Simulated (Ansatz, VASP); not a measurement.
Two plane-wave programs on ScH5

INCAR

```
ALGO = Normal
EDIFF = 1E-6
EDIFFG = -0.01
ENCUT = 600
GGA = PE
IBRION = 2
ISIF = 3
ISMEAR = 0
LASPH = T
LCHARG = F
LREAL = F
LWAVE = F
NELM = 80
NSW = 100
PREC = Accurate
SIGMA = 0.1
```

Contents of KPOINTS:

```
k-points
0
Gamma
  12 12 10
```

File POSCAR:

```
ScH5
1.0
    3.4130894405      0.0000000000      0.0000000000
   -1.7065447203      2.9558221609      0.0000000000
    0.0000000000      0.0000000000      3.9968098469
Sc H
1 5
Direct
    0.0000000000      0.0000000000      0.5000000000
    0.3333333333      0.6666666667      0.6628536079
    0.6666666667      0.3333333333      0.6628536079
    0.6666666667      0.3333333333      0.3371463921
    0.3333333333      0.6666666667      0.3371463921
    0.0000000000      0.0000000000      0.0000000000
```

Input for Ansatz:

```yaml
crystal:
  lattice:
    - [3.4130894405, 0.0, 0.0]
    - [-1.7065447203, 2.9558221609, 0.0]
    - [0.0, 0.0, 3.9968098469]
  atoms:
    - { symbol: Sc, position: [0.0, 0.0, 0.5] }
    - { symbol: H, position: [0.3333333333, 0.6666666667, 0.6628536079] }
    - { symbol: H, position: [0.6666666667, 0.3333333333, 0.6628536079] }
    - { symbol: H, position: [0.6666666667, 0.3333333333, 0.3371463921] }
    - { symbol: H, position: [0.3333333333, 0.6666666667, 0.3371463921] }
    - { symbol: H, position: [0.0, 0.0, 0.0] }
basis:
  ecutwfc: 420
kpoints:
  mp_grid: { grid: [12, 12, 10] }
hamiltonian:
  xc: pbe
scf:
  occupations: { method: gaussian, width: 0.1 }
output:
  forces: true
  stress: true
  eigenvalues: true
  write_density: true
  write_potential: true
  elf: true
  volumetric_format: npy
relax:
  adjacent_minimum: "off"
  f_tol: 0.01
  max_steps: 80
  cell: { stress_tol: 0.05 }
```

Alike in both runs: task relaxation of cell and atoms; functional PBE; k mesh 12 × 12 × 10; occupations gaussian, width 0.1 eV; no spin polarisation.

```csv
,VASP,Ansatz
version,VASP 6.6.1,Ansatz 0.2.0
potentials or method,"VASP PAW PBE potentials, release 64 (Sc_sv, H), cutoff 600 eV","scalar-relativistic, plane waves, PAW"
valence electrons in the cell,16,16
```

VASP gave:

- gap on the k mesh at the Fermi level, each at its own relaxed structure (eV): none
- relaxed volume (Å³/atom): 6.63
- relaxed cell length with the largest relative difference (Å): 3.988

Task: What did Ansatz give for the same quantities?

Result: gap on the k mesh at the Fermi level, each at its own relaxed structure (eV): none; relaxed volume (Å³/atom): 6.63; relaxed cell length with the largest relative difference (Å): 3.987.

A gap of «none» marks a metal or a gap that the smearing closes.
